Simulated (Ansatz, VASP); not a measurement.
AgBr: VASP beside Ansatz

The input POSCAR:

```
AgBr
1.0
    0.0000000000      2.8927333262      2.8927333262
    2.8927333262      0.0000000000      2.8927333262
    2.8927333262      2.8927333262      0.0000000000
Ag Br
1 1
Direct
    0.0000000000      0.0000000000      0.0000000000
    0.5000000000      0.5000000000      0.5000000000
```

File INCAR.step1:

```
PREC = Accurate
ENCUT = 400
EDIFF = 1E-5
ISMEAR = 0
SIGMA = 0.01
LREAL = F
LASPH = T
NELM = 120
ALGO = Normal
ISIF = 2
LWAVE = T
NBANDS = 16
GGA = PE
GGA_COMPAT = F
```

INCAR.step2

```
PREC = Accurate
ENCUT = 400
EDIFF = 1E-6
ISMEAR = 0
SIGMA = 0.01
LREAL = F
LASPH = T
NELM = 120
ALGO = Normal
ISIF = 2
LWAVE = F
LCHARG = T
GGA = PE
LHFCALC = T
AEXX = 0.05
HFSCREEN = 0.3
PRECFOCK = Normal
LELF = T
LVHAR = T
NBANDS = 16
ISTART = 1
GGA_COMPAT = F
```

Contents of KPOINTS:

```
Automatic mesh
0
Gamma
  4 4 4
```

Input for Ansatz:

```yaml
crystal:
  lattice:
    - [0.0, 2.8927333262, 2.8927333262]
    - [2.8927333262, 0.0, 2.8927333262]
    - [2.8927333262, 2.8927333262, 0.0]
  atoms:
    - { symbol: Ag, position: [0.0, 0.0, 0.0] }
    - { symbol: Br, position: [0.5, 0.5, 0.5] }
kpoints:
  mp_grid: { grid: [4, 4, 4] }
hamiltonian:
  xc: { exchange: pbe, correlation: pbe, exx: { coeff: 0.05, omega: 0.3 } }
scf:
  occupations: { method: fixed }
  n_extra_bands: 4
output:
  forces: true
  stress: true
  eigenvalues: true
```

Alike in both runs: task single point; functional PBE-based screened hybrid; k mesh 4 × 4 × 4; no spin polarisation.

```csv
,VASP,Ansatz
version,VASP 6.6.1,Ansatz 0.2.0
potentials or method,"VASP PAW PBE potentials, release 64 (Ag, Br)",plane waves
plane-wave cutoff (eV),400,420
occupations,"gaussian, width 0.01 eV",fixed
valence electrons in the cell,18,26
```

```csv
,VASP,Ansatz,Ansatz less VASP
gap on the k mesh at the Fermi level (eV),0.89,0.90,+0.005
pressure (GPa),1.2,1.4,+0.23
```

VASP's potentials were made for PBE, not for PBE-based screened hybrid. VASP's potentials hold 18 valence electrons a cell and Ansatz's 26, so a difference there can come from the potentials and not from the codes. Ansatz's warnings: stress exchange threshold loose, stress scf threshold loose.

The k mesh is coarse, so the values compare programs but aren't converged.
